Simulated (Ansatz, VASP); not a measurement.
One calculation of ZrN, two programs

```xyz
2
Lattice="0.0000 2.2534 2.2534 2.2534 0.0000 2.2534 2.2534 2.2534 0.0000" Properties=species:S:1:pos:R:3 pbc="T T T"
Zr    0.0000    0.0000    0.0000
N     2.2534    2.2534    2.2534
```

Change from the starting cell: volume scaled by 0.96, crystal datasets.

Alike in both runs: task electric field gradients; functional LDA; k mesh 9 × 9 × 9; occupations fermi-dirac, width 0.03 eV; no spin polarisation.

|  | VASP | Ansatz |
| --- | --- | --- |
| version | VASP 6.6.1 | Ansatz 0.2.0 |
| potentials or method | VASP PAW LDA potentials, release 64 (Zr_sv, N), cutoff 520 eV | all-electron PAW with datasets made for the crystal, scalar-relativistic |

VASP gave:

```
pressure (GPa) : 4.3
```

Q: Which values does Ansatz return?

A: Pressure (GPa): 3.5.

LDA's correlation is that of Perdew and Zunger in VASP and of Perdew and Wang (1992) in Ansatz. Ansatz ran all-electron here, and VASP with PAW potentials.
